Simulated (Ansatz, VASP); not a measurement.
# Two plane-wave programs on HfO2

The input INCAR:

```
SYSTEM = HfO2
ALGO = Normal ; EDIFF = 1E-6
ENCUT = 520 ; GGA = PS
ISIF = 2 ; ISMEAR = 0
LASPH = .True. ; LCHARG = .True.
LELF = .True. ; LREAL = .False.
LVHAR = .True. ; LWAVE = .False.
NBANDS = 31 ; NELM = 100
PREC = Accurate ; SIGMA = 0.05
```

File KPOINTS:

```
k-points
0
Gamma
  6 6 6
  0 0 0
```

Contents of POSCAR:

```
HfO2
1.0
    0.0000000000     -2.5220673945     -2.5220673945
    0.0000000000      2.5220673945     -2.5220673945
    5.0441347890      0.0000000000      0.0000000000
Hf O
2 4
Direct
    0.0143929540     -0.0143929540      0.0000000000
    0.4856070460      0.5143929540      0.5000000000
   -0.0005725678      0.4994274322      0.7339813955
    0.5005725678      0.0005725678      0.2660186045
   -0.0005725678      0.4994274322      0.2339813955
    0.5005725678      0.0005725678      0.7660186045
```

Input for Ansatz:

```yaml
crystal:
  lattice:
    - [0.0, -2.5220673945, -2.5220673945]
    - [0.0, 2.5220673945, -2.5220673945]
    - [5.044134789, 0.0, 0.0]
  atoms:
    - { symbol: Hf, position: [0.014392954, -0.014392954, 0.0] }
    - { symbol: Hf, position: [0.485607046, 0.514392954, 0.5] }
    - { symbol: O, position: [-0.0005725678, 0.4994274322, 0.7339813955] }
    - { symbol: O, position: [0.5005725678, 0.0005725678, 0.2660186045] }
    - { symbol: O, position: [-0.0005725678, 0.4994274322, 0.2339813955] }
    - { symbol: O, position: [0.5005725678, 0.0005725678, 0.7660186045] }
basis:
  ecutwfc: 520.0
kpoints:
  mp_grid: { grid: [6, 6, 6] }
hamiltonian:
  xc: pbesol
  pseudopotentials: { kind: paw, azcp: { folder: soft_1 } }
scf:
  occupations: { method: gaussian, width: 0.05 }
output:
  forces: true
  stress: true
  eigenvalues: true
```

Change from the starting cell: mode 1 frozen in at -0.081 Å and mode 5 at -0.073 Å (largest displacements).

Alike in both runs: task single point; functional PBEsol; k mesh 6 × 6 × 6; occupations gaussian, width 0.05 eV; no spin polarisation.

|  | VASP | Ansatz |
| --- | --- | --- |
| version | VASP 6.6.1 | Ansatz 0.2.0 |
| potentials or method | VASP PAW PBE potentials, release 64 (Hf_pv, O), cutoff 520 eV | scalar-relativistic, plane waves, PAW |
| valence electrons in the cell | 44 | 76 |

|  | VASP | Ansatz | Ansatz less VASP |
| --- | --- | --- | --- |
| gap on the k mesh at the Fermi level (eV) | 3.91 | 3.89 | -0.018 |
| least direct gap on the mesh (eV) | 3.94 | 3.92 | -0.020 |
| pressure (GPa) | -2.5 | 1.2 | +3.74 |
| traceless stress, the component that is largest in VASP (GPa) | 1.54 | 1.54 | -0.003 |
| rms of the force components (eV/Å) | 0.198 | 0.200 | +0.0023 |

VASP's potentials were made for PBE, not for PBEsol, and Ansatz warns of the same on its side. Atom by atom the forces differ by 0.015 eV/Å (rms over components). The functional is the same, so the differences come from potentials, cutoffs and numerics. VASP's potentials hold 44 valence electrons a cell and Ansatz's 76, so a difference there can come from the potentials and not from the codes.

Neither program's run includes spin-orbit coupling.
